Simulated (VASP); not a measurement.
# PbS (Galena) (Fm-3m) in VASP: further runs, part 2 of 2

VASP 6.6.1. The steps go on from the part before.

## (4) Single point, LDA

This run uses another cell than the first one, of 25.04 Å³/atom, 1.091 times its volume.

Contents of INCAR:

```
PREC     = Accurate       # precision mode
ENCUT    = 500            # plane-wave cutoff, eV
EDIFF    = 1E-6           # SCF threshold, eV
ISMEAR   = 0              # smearing method
SIGMA    = 0.01           # smearing width, eV
LREAL    = False          # projectors in reciprocal space
LASPH    = True           # aspherical terms in the spheres
NELM     = 120            # most SCF steps
ALGO     = Normal         # electronic algorithm
ISIF     = 2              # what is computed and relaxed
LWAVE    = False          # write WAVECAR
LCHARG   = True           # write CHGCAR
GGA      = CA             # functional
LELF     = True           # ELF
LVHAR    = True         
NBANDS   = 17             # bands
GGA_COMPAT= False
```

Contents of KPOINTS:

```
Automatic mesh
0
Gamma
  6 6 6
```

Contents of POSCAR:

```
PbS
1.0
    0.0000000000      2.9256673838      2.9256673838
    2.9256673838      0.0000000000      2.9256673838
    2.9256673838      2.9256673838      0.0000000000
Pb S
1 1
Direct
    0.0000000000      0.0000000000      0.0000000000
    0.5000000000      0.5000000000      0.5000000000
```

Potentials or basis: VASP PAW LDA potentials, release 64 (Pb_d, S).

Run with:

```bash
$ cat potpaw_LDA.64/Pb_d/POTCAR potpaw_LDA.64/S/POTCAR > POTCAR
$ mpirun -np 1 vasp_std > vasp.out
```

OUTCAR:

```text
PREC = Accurate
   ENCUT = 500
   EDIFF = 1E-6
   ISMEAR = 0
   LREAL = False
   LASPH = True
   NELM = 120
   ISIF = 2
   GGA = CA

 ion  position               nearest neighbor table
   1  0.000  0.000  0.000-   2 2.93   2 2.93   2 2.93   2 2.93   2 2.93   2 2.93
   2  0.500  0.500  0.500-   1 2.93   1 2.93   1 2.93   1 2.93   1 2.93   1 2.93

  LATTYP: Found a face centered cubic cell.
 ALAT       =     5.8513347676

  Lattice vectors:

 A1 = (   0.0000000000,   2.9256673838,   2.9256673838)
 A2 = (   2.9256673838,   0.0000000000,   2.9256673838)
 A3 = (   2.9256673838,   2.9256673838,   0.0000000000)

Analysis of symmetry for initial positions (statically):
=====================================================================
 Subroutine PRICEL returns:
 Original cell was already a primitive cell.

 Routine SETGRP: Setting up the symmetry group for a
 face centered cubic supercell.

 Subroutine GETGRP returns: Found 48 space group operations
 (whereof 48 operations were pure point group operations)
 out of a pool of 48 trial point group operations.

The static configuration has the point symmetry O_h .

Analysis of symmetry for dynamics (positions and initial velocities):
=====================================================================
 Subroutine PRICEL returns:
 Original cell was already a primitive cell.

 Routine SETGRP: Setting up the symmetry group for a
 face centered cubic supercell.

 Subroutine GETGRP returns: Found 48 space group operations
 (whereof 48 operations were pure point group operations)
 out of a pool of 48 trial point group operations.

The dynamic configuration has the point symmetry O_h .

 Subroutine INISYM returns: Found 48 space group operations
 (whereof 48 operations are pure point group operations),
 and found     1 'primitive' translations

----------------------------------------------------------------------------------------

                                     Primitive cell

  volume of cell :      50.0847

  direct lattice vectors                    reciprocal lattice vectors
     0.000000000  2.925667384  2.925667384    -0.170901177  0.170901177  0.170901177
     2.925667384  0.000000000  2.925667384     0.170901177 -0.170901177  0.170901177
     2.925667384  2.925667384  0.000000000     0.170901177  0.170901177 -0.170901177

  length of vectors
     4.137518493  4.137518493  4.137518493     0.296009522  0.296009522  0.296009522

  position of ions in fractional coordinates (direct lattice)
     0.000000000  0.000000000  0.000000000
     0.500000000  0.500000000  0.500000000

  ion indices of the primitive-cell ions
   primitive index   ion index
                 1           1
                 2           2

----------------------------------------------------------------------------------------

 KPOINTS: Automatic mesh

Automatic generation of k-mesh.
 Grid dimensions read from file:
 generate k-points for:    6    6    6

 Generating k-lattice:

  Cartesian coordinates                     Fractional coordinates (reciprocal lattice)
    -0.028483530  0.028483530  0.028483530     0.166666667  0.000000000  0.000000000
     0.028483530 -0.028483530  0.028483530     0.000000000  0.166666667  0.000000000
     0.028483530  0.028483530 -0.028483530     0.000000000  0.000000000  0.166666667

  Length of vectors
     0.049334920  0.049334920  0.049334920

  Shift w.r.t. Gamma in fractional coordinates (k-lattice)
     0.000000000  0.000000000  0.000000000

 Subroutine IBZKPT returns following result:
 ===========================================

 Found     16 irreducible k-points:

 Following reciprocal coordinates:
            Coordinates               Weight
  0.000000  0.000000  0.000000      1.000000
  0.166667  0.000000  0.000000      8.000000
  0.333333  0.000000  0.000000      8.000000
  0.500000  0.000000  0.000000      4.000000
  0.166667  0.166667  0.000000      6.000000
  0.333333  0.166667  0.000000     24.000000
[... 8 lines left out ...]
 -0.333333  0.333333  0.166667     24.000000
 -0.333333  0.500000  0.166667     12.000000
   k-points           NKPTS =     16   k-points in BZ     NKDIM =     16   number of bands    NBANDS=     17
   number of dos      NEDOS =    301   number of ions     NIONS =      2
   total plane-waves  NPLWV =  27000
   dimension x,y,z NGX =    30 NGY =   30 NGZ =   30
   dimension x,y,z NGXF=    60 NGYF=   60 NGZF=   60
   ions per type =               1   1
   NGX,Y,Z   is equivalent  to a cutoff of  12.05, 12.05, 12.05 a.u.
   NGXF,Y,Z  is equivalent  to a cutoff of  24.11, 24.11, 24.11 a.u.
 SYSTEM =  unknown system
   PREC   = accura    normal or accurate (medium, high low for compatibility)
   ISTART =      0    job   : 0-new  1-cont  2-samecut
   ICHARG =      2    charge: 1-file 2-atom 10-const
   ISPIN  =      1    spin polarized calculation?
   LNONCOLLINEAR =      F non collinear calculations
   LSORBIT =      F    spin-orbit coupling
   LASPH  =      T    aspherical Exc in radial PAW
   ENCUT  =  500.0 eV  36.75 Ry    6.06 a.u.   7.54  7.54  7.54*2*pi/ulx,y,z
   NELM   =    120;   NELMIN=  2; NELMDL= -5     # of ELM steps
   EDIFF  = 0.1E-05   stopping-criterion for ELM
   LREAL  =      F    real-space projection
   EDIFFG = 0.1E-04   stopping-criterion for IOM
   NSW    =      0    number of steps for IOM
   IBRION =     -1    ionic relax: 0-MD 1-quasi-New 2-CG
   NFREE  =      0    steps in history (QN), initial steepest desc. (CG)
   ISIF   =      2    stress and relaxation
   ISYM   =      2    0-nonsym 1-usesym 2-fastsym
   POTIM  = 0.5000    time-step for ionic-motion
   TEBEG  =    0.0;   TEEND  =   0.0 temperature during run
   PSTRESS=    0.0 pullay stress
   NELECT =      20.0000    total number of electrons
   NUPDOWN=      -1.0000    fix difference up-down
   EMIN   =  10.00;   EMAX   =-10.00  energy-range for DOS
   EFERMI =   0.00;   METHOD = LEGACY
   ISMEAR =     0;   SIGMA  =   0.01  broadening in eV -4-tet -1-fermi 0-gaus
   EFERMI_NEDOS =   21; number of points for ismear=-14 and -15
   IALGO  =     38    algorithm
   IMIX   =      4    mixing-type and parameters
     AMIX     =   0.40;   BMIX     =  1.00
     AMIX_MAG =   1.60;   BMIX_MAG =  1.00
  volume/ion in A,a.u.               =      25.04       168.99
  Fermi-wavevector in a.u.,A,eV,Ry     =   1.205544  2.278149 19.773855  1.453337
  Thomas-Fermi vector in A             =   2.341238
   LORBIT       =      0    0 simple, 1 ext, 2 COOP (PROOUT), +10 PAW based schemes
   GGA     = CA    functional components
   LHFCALC =     F    Hartree Fock is set to
   AEXX    =    0.0000 exact exchange contribution
   IVDW    =     0    specifies the selected vdW correction
   LEPSILON=     F    determine dielectric tensor
   LRPA    =     F    only Hartree local field effects (RPA)
 non-spin polarized calculation
 Gauss-broadening in eV      SIGMA  =   0.01
  energy-cutoff  :      500.00
  volume of cell :       50.08
 maximum number of plane-waves:      1303
   NGX = 15   NGY = 15   NGZ = 15

 number of electron      19.9999998 magnetization

 Free energy of the ion-electron system (eV)
  ---------------------------------------------------
  ext. energy  EPLUGINS =         0.00000000
  ---------------------------------------------------
  free energy    TOTEN  =       -10.00151350 eV

  energy without entropy =      -10.00151328  energy(sigma->0) =      -10.00151339

 E-fermi :   6.2254     XC(G=0): -10.2172

 val. band max:        6.1992600373   @ k =   0.5000   0.0000   0.0000
 cond. band min:       6.2515084564   @ k =   0.5000   0.0000   0.0000
 fundamental gap:      0.0522484192
 Fermi energy:         6.2253842345

 k-point     1 :       0.0000    0.0000    0.0000
  band No.  band energies     occupation
      1     -10.7016      2.00000
      2     -10.7016      2.00000
      3     -10.7016      2.00000
      4     -10.6941      2.00000
      5     -10.6941      2.00000
      6      -7.8039      2.00000
[... 9 lines left out ...]
     16      12.6905      0.00000
     17      14.4615      0.00000
[... 281 lines left out ...]
 k-point    16 :      -0.3333    0.5000    0.1667
  band No.  band energies     occupation
      1     -10.8482      2.00000
      2     -10.7083      2.00000
      3     -10.6836      2.00000
      4     -10.6556      2.00000
      5     -10.6279      2.00000
      6      -5.8623      2.00000
[... 9 lines left out ...]
     16      18.0716      0.00000
     17      18.3860      0.00000

------------------------ aborting loop because EDIFF is reached ----------------------------------------

  FORCE on cell =-STRESS in cart. coord.  units (eV):
  Direction    XX          YY          ZZ          XY          YZ          ZX
  --------------------------------------------------------------------------------------
  -------------------------------------------------------------------------------------
  Total       -0.0505717     -0.0505717     -0.0505717     -0.0000000     -0.0000000     -0.0000000
  in kB       -1.6177582     -1.6177582     -1.6177582     -0.0000000     -0.0000000     -0.0000000
  external PRESSURE =      -1.6177582 kB  Pullay stress =       0.0000000 kB

 VOLUME and BASIS-vectors are now :
 -----------------------------------------------------------------------------
  energy-cutoff  :      500.00
  volume of cell :       50.08
      direct lattice vectors                 reciprocal lattice vectors
     0.000000000  2.925667384  2.925667384    -0.170901177  0.170901177  0.170901177
     2.925667384  0.000000000  2.925667384     0.170901177 -0.170901177  0.170901177
     2.925667384  2.925667384  0.000000000     0.170901177  0.170901177 -0.170901177

 POSITION                                       TOTAL-FORCE (eV/Angst)
 -----------------------------------------------------------------------------------
      0.00000      0.00000      0.00000         0.000000     -0.000000      0.000000
      2.92567      2.92567      2.92567        -0.000000      0.000000     -0.000000
 -----------------------------------------------------------------------------------
    total drift:                               -0.000000      0.000000      0.000000

  FREE ENERGIE OF THE ION-ELECTRON SYSTEM (eV)
  ---------------------------------------------------
  free  energy   TOTEN  =       -10.0015135036 eV

  energy  without entropy=      -10.0015132766  energy(sigma->0) =      -10.00151339
```

It took 8.2 s on 1 thread of Intel Xeon Platinum 8559C (Emerald Rapids), shared host; peak memory 0.15 GiB.

What came out:

- Free energy: -10.0015 eV
- Pressure: -0.2 GPa
- Band gap on the k mesh: 0.05 eV, direct

Caveat: spin-orbit coupling is left out, which moves the levels of the heavy elements. A k mesh can miss the band edges.

## (5) Overview

| cell | gap on the mesh (eV) | pressure (GPa) |
| --- | --- | --- |
| a = 4.019 Å, angles 60.0°, 2 atoms | 0.33 | 6.0 |
| a = 4.079 Å, angles 60.0°, 2 atoms | 0.12 | 2.3 |
| a = 4.138 Å, angles 60.0°, 2 atoms | 0.05 | -0.2 |

Alike in all rows: task single point; level LDA; potentials or basis VASP PAW LDA potentials, release 64 (Pb_d, S); no spin polarisation; k mesh 6 × 6 × 6; cutoff (eV) 500; smearing gaussian 0.01 eV.

Caveats: spin-orbit coupling is left out, which moves the levels of the heavy elements.

Absolute energies hang on the potentials; compare differences alone.
